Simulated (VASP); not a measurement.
ScF, 2 atoms in the cell. The structure is hexagonal, space group P6/mmm (No. 191). Conventional cell: a = 3.354 Å, b = 3.354 Å, c = 4.049 Å, α = 90.00°, β = 90.00°, γ = 120.00°. Sc (site symmetry 6/mmm) has 2 F at 2.02 Å within 2.7 Å. F (site symmetry 6/mmm) has 2 Sc at 2.02 Å within 2.7 Å. The cell was built from a structure type or drawn by symmetry, and may not be a known phase.

```yaml
Program: VASP 6.6.1
Task: single point
Functional: PBE
Potentials_or_basis: VASP PAW PBE potentials, release 64 (Sc_sv, F)
Cutoff: 600 eV
k_mesh: 6 × 6 × 6
Occupations: gaussian, width 0.2 eV
Spin: no spin polarisation
Dipole_correction: no
Further_INCAR_settings: ALGO = Normal; EDIFF = 1e-06; NBANDS = 16
```

Potentials or basis: VASP PAW PBE potentials, release 64 (Sc_sv, F).

Command:

```sh
$ cat potpaw_PBE.64/Sc_sv/POTCAR potpaw_PBE.64/F/POTCAR > POTCAR
$ mpirun -np 1 vasp_std > vasp.out
```

Hardware: 1 thread of Intel(R) Xeon(R) Platinum 8488C (Sapphire Rapids) (shared host).

Task: How long does it take, and how much memory?

Result: It took 25 s on 1 thread of Intel(R) Xeon(R) Platinum 8488C (Sapphire Rapids), with other jobs on the host, peak memory 0.17 GiB. Counts: scf iterations 13, k points 28.
